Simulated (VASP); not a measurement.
**Bi: single point with BLYP**

Crystal: Bi.

```xyz
8
Lattice="6.5636 0.0000 0.0000 0.0000 6.5636 0.0000 0.0000 0.0000 6.5636" Properties=species:S:1:pos:R:3 pbc="T T T"
Bi    6.5636    6.5636    0.0000
Bi    3.2818    3.2818    3.2818
Bi    1.6409    6.5636    3.2818
Bi    4.9227    0.0000    3.2818
Bi    3.2818    1.6409    6.5636
Bi    3.2818    4.9227    0.0000
Bi    0.0000    3.2818    1.6409
Bi    0.0000    3.2818    4.9227
```

| Property | Result |
| --- | --- |
| Program | VASP 6.6.1 |
| Task | single point |
| Functional | BLYP |
| Potentials or basis | VASP PAW PBE potentials, release 64 (Bi_d) |
| Cutoff | 520 eV |
| k mesh | 5 × 5 × 5 |
| Occupations | fermi-dirac, width 0.1 eV |
| Spin | no spin polarisation |
| Dipole correction | no |
| Further INCAR settings | ALGO = Normal; EDIFF = 1e-06; NBANDS = 70 |

```
Pressure               : -0.2 GPa
Band gap on the k mesh : zero (bands 60 and 61 overlap by 0.38 eV)
```

Levels at points of the mesh, in eV from the Fermi level:
| k point | band 57 | band 58 | band 59 | band 60 | band 61 | band 62 | band 63 | band 64 |
| --- | --- | --- | --- | --- | --- | --- | --- | --- |
| (0.00, 0.00, 0.00) | -2.18 | -1.03 | -1.03 | -1.03 | 0.72 | 0.72 | 0.72 | 1.23 |

Run time: 6.6 min on 1 thread of Intel Xeon 8259CL (shared host), peak memory 0.42 GiB.

Caveat: the PAW data sets were made with another functional, which shifts forces and pressure a little; spin-orbit coupling is left out, which moves the levels of the heavy elements.
